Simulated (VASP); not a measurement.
Set up this calculation in VASP 6.6.1, as the native input.

* Task: single point
* Functional: PBE
* Potentials or basis: VASP PAW PBE potentials, release 64 (In_d, Sb)
* Cutoff: 520 eV
* k mesh: 12 × 12 × 12
* Occupations: gaussian, width 0.15 eV
* Spin: no spin polarisation
* Dipole correction: no
* Further INCAR settings: ALGO = Normal; EDIFF = 1e-07; NBANDS = 16

The structure of InSb lies in POSCAR:

```
InSb
1.0
    0.0000000000      3.2391000000      3.2391000000
    3.0771450000      0.0000000000      3.2391000000
    3.0771450000      3.2391000000      0.0000000000
In Sb
1 1
Direct
    0.0000000000      0.0000000000      0.0000000000
    0.7500000000      0.7500000000      0.7500000000
```

This cell differs from its parent crystal: strain -0.0500 x Voigt [1, 0, 0, 0, 0, 0].

These files were run (other wordings do the same):

INCAR

```
SYSTEM = InSb
  PREC = Accurate
  ENCUT = 520
  EDIFF = 1E-7
  ISMEAR = 0
  SIGMA = 0.15
  LREAL = .FALSE.
  LASPH = .TRUE.
  NELM = 80
  ALGO = Normal
  ISIF = 2
  LWAVE = .FALSE.
  LCHARG = .FALSE.
  GGA = PE
  NBANDS = 16
```

KPOINTS

```
regular mesh
0
G
  12 12 12
  0 0 0
```

Potentials or basis: VASP PAW PBE potentials, release 64 (In_d, Sb).

Run with:

```sh
$ cat potpaw_PBE.64/In_d/POTCAR potpaw_PBE.64/Sb/POTCAR > POTCAR
$ mpirun -np 1 vasp_std > vasp.out
```

Results of the run:

```
Pressure : 6.0 GPa
```

Caveat: the cell differs from its parent crystal (strain -0.0500 x Voigt [1, 0, 0, 0, 0, 0]); the cell stands under pressure.

Run time: 65 s on 1 thread of Intel(R) Xeon(R) 6975P-C (Granite Rapids), on a shared host, peak memory 0.33 GiB.
